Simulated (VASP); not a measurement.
# Al3Si2I (P1) in VASP: single point with PBE

Aim: the single point of Al3Si2I with PBE.

Program: VASP 6.6.1. These are calculated values, not measurements. Logs are shortened: lines on timing, memory, paths and dates and some standing lists are left out, and cuts for length are marked.

### Step 1. The cell of the first run

The typed cell holds 6 atoms: a = 4.302 Å, b = 4.336 Å, c = 8.111 Å, α = 105.19°, β = 105.03°, γ = 89.99°.

The cell was generated, and may not be a known phase.

### Step 2. Single point, PBE

File INCAR:

```
SYSTEM = Al3Si2I
ALGO = Fast
EDIFF = 1E-6
ENCUT = 520
GGA = PE
ISIF = 2
ISMEAR = 0
LASPH = .TRUE.
LCHARG = .TRUE.
LELF = .TRUE.
LREAL = .FALSE.
LVHAR = .TRUE.
LWAVE = .FALSE.
NBANDS = 21
NELM = 100
PREC = Accurate
SIGMA = 0.1
```

File KPOINTS:

```
k-points
0
G
  8 8 4
  0 0 0
```

File POSCAR:

```
Al3Si2I
1.0
    4.3023292806      0.0103935741     -0.0031441329
   -0.0099994681      4.3364142193      0.0017522392
   -2.0933363827     -2.1330696883      7.5403907403
Al Si I
3 2 1
Direct
    0.5172772855      0.7994565803      0.8116230566
    0.9826035013      0.3299407239      0.8132097943
    0.2507132959      0.1620950451      0.3137312768
    0.1155589156      0.9269284493      0.9917997143
    0.3835455850      0.2020086279      0.6322925546
    0.7503013766      0.5795705736      0.3123426136
```

Potentials or basis: VASP PAW PBE potentials, release 64 (Al, Si, I).

Launch:

```sh
> cat potpaw_PBE.64/Al/POTCAR potpaw_PBE.64/Si/POTCAR potpaw_PBE.64/I/POTCAR > POTCAR
> mpirun -np 1 vasp_std > vasp.out
```

OUTCAR:

```text
SYSTEM = Al3Si2I
   EDIFF = 1E-6
   ENCUT = 520
   GGA = PE
   ISIF = 2
   ISMEAR = 0
   LASPH = .TRUE.
   LREAL = .FALSE.
   NELM = 100
   PREC = Accurate

 ion  position               nearest neighbor table
   1  0.517  0.799  0.812-   4 2.51   5 2.53   4 2.59   5 2.60   2 2.86   2 3.05   2 3.08   2 3.25

   2  0.983  0.330  0.813-   5 2.51   4 2.53   5 2.59   4 2.59   1 2.86   1 3.05   1 3.08   1 3.25

   3  0.251  0.162  0.314-   4 2.45   5 2.46   6 2.81   6 2.81   6 3.32   6 3.32
   4  0.116  0.927  0.992-   3 2.45   1 2.51   2 2.53   1 2.59   2 2.59
   5  0.384  0.202  0.632-   3 2.46   2 2.51   1 2.53   2 2.59   1 2.60
   6  0.750  0.580  0.312-   3 2.81   3 2.81   3 3.32   3 3.32

  LATTYP: Found a triclinic cell.
 ALAT       =    10.1194808373
 B/A-ratio  =     0.4251545166
 C/A-ratio  =     0.4285225865
 COS(alpha) =     0.0001095756
 COS(beta)  =     0.2100563611
 COS(gamma) =     0.6330696547

  Lattice vectors:

 A1 = (  -6.3956656633,  -2.1434632624,   7.5435348732)
 A2 = (  -4.3023292806,  -0.0103935741,   0.0031441329)
 A3 = (   0.0099994681,  -4.3364142193,  -0.0017522392)

Analysis of symmetry for initial positions (statically):
=====================================================================
 Subroutine PRICEL returns:
 Original cell was already a primitive cell.

 Routine SETGRP: Setting up the symmetry group for a
 triclinic supercell.

 Subroutine GETGRP returns: Found  1 space group operations
 (whereof  1 operations were pure point group operations)
 out of a pool of  2 trial point group operations.

The static configuration has the point symmetry C_1 .

Analysis of symmetry for dynamics (positions and initial velocities):
=====================================================================
 Subroutine PRICEL returns:
 Original cell was already a primitive cell.

 Routine SETGRP: Setting up the symmetry group for a
 triclinic supercell.

 Subroutine GETGRP returns: Found  1 space group operations
 (whereof  1 operations were pure point group operations)
 out of a pool of  2 trial point group operations.

The dynamic configuration has the point symmetry C_1 .

 Subroutine INISYM returns: Found  1 space group operations
 (whereof  1 operations are pure point group operations),
 and found     1 'primitive' translations

----------------------------------------------------------------------------------------

                                     Primitive cell

  volume of cell :     140.6669

[... 100 lines left out ...]
   IBRION =     -1    ionic relax: 0-MD 1-quasi-New 2-CG
   NFREE  =      0    steps in history (QN), initial steepest desc. (CG)
   ISIF   =      2    stress and relaxation
   ISYM   =      2    0-nonsym 1-usesym 2-fastsym
   POTIM  = 0.5000    time-step for ionic-motion
   TEBEG  =    0.0;   TEEND  =   0.0 temperature during run
   PSTRESS=    0.0 pullay stress
   NELECT =      24.0000    total number of electrons
   NUPDOWN=      -1.0000    fix difference up-down
   EMIN   =  10.00;   EMAX   =-10.00  energy-range for DOS
   EFERMI =   0.00;   METHOD = LEGACY
   ISMEAR =     0;   SIGMA  =   0.10  broadening in eV -4-tet -1-fermi 0-gaus
   EFERMI_NEDOS =   21; number of points for ismear=-14 and -15
   IALGO  =     68    algorithm
   IMIX   =      4    mixing-type and parameters
     AMIX     =   0.40;   BMIX     =  1.00
     AMIX_MAG =   1.60;   BMIX_MAG =  1.00
  volume/ion in A,a.u.               =      23.44       158.21
  Fermi-wavevector in a.u.,A,eV,Ry     =   0.907990  1.715853 11.217278  0.824447
  Thomas-Fermi vector in A             =   2.031864
   LORBIT       =      0    0 simple, 1 ext, 2 COOP (PROOUT), +10 PAW based schemes
   GGA     = PE    functional components
   LHFCALC =     F    Hartree Fock is set to
   AEXX    =    0.0000 exact exchange contribution
   IVDW    =     0    specifies the selected vdW correction
   LEPSILON=     F    determine dielectric tensor
   LRPA    =     F    only Hartree local field effects (RPA)
 non-spin polarized calculation
 RMM-DIIS sequential band-by-band and
 Gauss-broadening in eV      SIGMA  =   0.10
  energy-cutoff  :      520.00
  volume of cell :      140.67
 maximum number of plane-waves:      3823
   NGX = 15   NGY = 17   NGZ = 31

 number of electron      23.9999999 magnetization

 Free energy of the ion-electron system (eV)
  ---------------------------------------------------
  ext. energy  EPLUGINS =         0.00000000
  ---------------------------------------------------
  free energy    TOTEN  =       -23.43663138 eV

  energy without entropy =      -23.43562133  energy(sigma->0) =      -23.43612636

 E-fermi :   5.6574     XC(G=0):  -9.0958

 val. band max:        5.5125463945   @ k =   0.0000  -0.0000   0.2500
 cond. band min:       5.7124283565   @ k =   0.0000  -0.0000   0.5000
 fundamental gap:      0.1998819619
 Fermi energy:         5.6573719358

 k-point     1 :       0.0000    0.0000    0.0000
  band No.  band energies     occupation
      1      -8.4297      2.00000
      2      -4.5589      2.00000
      3      -2.2743      2.00000
      4       0.2330      2.00000
      5       1.5891      2.00000
      6       1.7514      2.00000
[... 565 lines left out ...]
     20      10.4688      0.00000
     21      10.6731      0.00000

 [... further k-points ...]

------------------------ aborting loop because EDIFF is reached ----------------------------------------

  FORCE on cell =-STRESS in cart. coord.  units (eV):
  Direction    XX          YY          ZZ          XY          YZ          ZX
  --------------------------------------------------------------------------------------
  -------------------------------------------------------------------------------------
  Total       -0.0315771     -0.0358612     -0.0445598     -0.0051799     -0.0094629     -0.0023863
  in kB       -0.3596589     -0.4084549     -0.5075306     -0.0589985     -0.1077807     -0.0271798
  external PRESSURE =      -0.4252148 kB  Pullay stress =       0.0000000 kB

 VOLUME and BASIS-vectors are now :
 -----------------------------------------------------------------------------
  energy-cutoff  :      520.00
  volume of cell :      140.67
      direct lattice vectors                 reciprocal lattice vectors
     4.302329281  0.010393574 -0.003144133     0.232478272  0.000509941  0.064684044
    -0.009999468  4.336414219  0.001752239    -0.000509466  0.230577802  0.065085757
    -2.093336383 -2.133069688  7.540390740     0.000097055 -0.000053369  0.132630969

 POSITION                                       TOTAL-FORCE (eV/Angst)
 -----------------------------------------------------------------------------------
      0.51850      1.74090      6.11973         0.004326     -0.004365     -0.000197
      2.52186     -0.29366      6.12941        -0.004974      0.005156      0.000497
      0.42029      0.03631      2.36515         0.002691      0.000209      0.000888
     -1.58827      1.90517      7.47982        -0.003501     -0.004237      0.000729
      0.32452     -0.46874      4.76688         0.002661      0.006009     -0.001397
      2.56841      1.85481      2.35384        -0.001204     -0.002772     -0.000519
 -----------------------------------------------------------------------------------
    total drift:                                0.000045     -0.000047      0.000015

  FREE ENERGIE OF THE ION-ELECTRON SYSTEM (eV)
  ---------------------------------------------------
  free  energy   TOTEN  =       -23.4366313828 eV

  energy  without entropy=      -23.4356213289  energy(sigma->0) =      -23.43612636
```

OSZICAR:

```text
N       E                     dE             d eps       ncg     rms          rms(c)
DAV:   1     0.547734948407E+02    0.54773E+02   -0.85473E+03  5544   0.904E+02
DAV:   2    -0.197899109056E+02   -0.74563E+02   -0.71769E+02  7079   0.130E+02
DAV:   3    -0.244450201708E+02   -0.46551E+01   -0.46185E+01  7094   0.300E+01
DAV:   4    -0.245347468789E+02   -0.89727E-01   -0.89694E-01  7473   0.493E+00
DAV:   5    -0.245360700622E+02   -0.13232E-02   -0.13232E-02  7228   0.567E-01    0.649E+00
RMM:   6    -0.235856709647E+02    0.95040E+00   -0.97148E-01  5831   0.293E+00    0.394E+00
RMM:   7    -0.234435681833E+02    0.14210E+00   -0.72417E-01  6321   0.260E+00    0.170E+00
RMM:   8    -0.234377334741E+02    0.58347E-02   -0.78957E-02  6210   0.128E+00    0.271E-01
RMM:   9    -0.234361882556E+02    0.15452E-02   -0.13211E-02  6888   0.543E-01    0.187E-01
RMM:  10    -0.234365296633E+02   -0.34141E-03   -0.32173E-03  7141   0.291E-01    0.210E-01
RMM:  11    -0.234366023101E+02   -0.72647E-04   -0.79884E-04  6844   0.143E-01    0.352E-01
RMM:  12    -0.234366258846E+02   -0.23575E-04   -0.91370E-04  6363   0.142E-01    0.839E-02
RMM:  13    -0.234366367652E+02   -0.10881E-04   -0.85162E-05  6667   0.519E-02    0.552E-02
RMM:  14    -0.234366344692E+02    0.22960E-05   -0.12679E-05  7025   0.221E-02    0.374E-02
RMM:  15    -0.234366326168E+02    0.18524E-05   -0.38445E-06  6146   0.105E-02    0.271E-02
RMM:  16    -0.234366311009E+02    0.15159E-05   -0.69558E-06  6292   0.996E-03    0.105E-02
RMM:  17    -0.234366313828E+02   -0.28190E-06   -0.16966E-06  4659   0.561E-03
   1 F= -.23436631E+02 E0= -.23436126E+02  d E =-.101005E-02
```

stdout:

```text
POSCAR found type information on POSCAR AlSiI
 POSCAR found :  3 types and       6 ions
 scaLAPACK will be used
 LDA part: xc-table for (Slater+PW92), standard interpolation
 POSCAR, INCAR and KPOINTS ok, starting setup
 FFT: planning ... GRIDC
 FFT: planning ... GRID_SOFT
 FFT: planning ... GRID
 WAVECAR not read
 entering main loop
```

Wall time 13 min (1 thread of Oxide Virtual Turin-like, shared host); peak memory 0.47 GiB.

What came out:

- Free energy: -23.4366 eV
- Pressure: 0.0 GPa
- Largest force: 0.007 eV/Å
- Band gap on the k mesh: zero (bands 12 and 13 overlap by 0.12 eV)

Forces in eV/Å, atoms in the order of the input:
```
Al   0.004 -0.004  0.000
Al  -0.005  0.005  0.000
Al   0.003  0.000  0.001
Si  -0.004 -0.004  0.001
Si   0.003  0.006 -0.001
I   -0.001 -0.003 -0.001
```

Caveat: semilocal functionals underestimate gaps, and a narrow one can read as zero; spin-orbit coupling is left out, which moves the levels of the heavy elements.

The gap in the log of VASP goes by the Fermi energy; the results here count the filled bands.